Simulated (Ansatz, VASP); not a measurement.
One calculation of BiAu, two programs

```
Au Bi
1.0
     0.00000    3.20718    3.20718
     3.20718    0.00000    3.20718
     3.20718    3.20718    0.00000
Au Bi
1 1
Cartesian
  0.0000 0.0000 0.0000
  1.6036 1.6036 1.6036
```

Alike in both runs: task single point; functional r2SCAN; k mesh 10 × 10 × 10; occupations gaussian, width 0.05 eV; no spin polarisation.

|  | VASP | Ansatz |
| --- | --- | --- |
| version | VASP 6.6.1 | Ansatz 0.2.0 |
| potentials or method | VASP PAW PBE potentials, release 64 (Au, Bi_d), cutoff 520 eV | scalar-relativistic, plane waves, PAW |
| valence electrons in the cell | 26 | 34 |

Ansatz gave:

* gap on the k mesh at the Fermi level (eV): none
* pressure (GPa): -1.1

Problem. What did VASP give for the same quantities?

Solution. gap on the k mesh at the Fermi level (eV): none; pressure (GPa): -1.0.

VASP's potentials were made for PBE, not for r2SCAN. A gap of «none» marks a metal or a gap that the smearing closes. VASP's potentials hold 26 valence electrons a cell and Ansatz's 34, so a difference there can come from the potentials and not from the codes.

Neither program's run includes spin-orbit coupling.
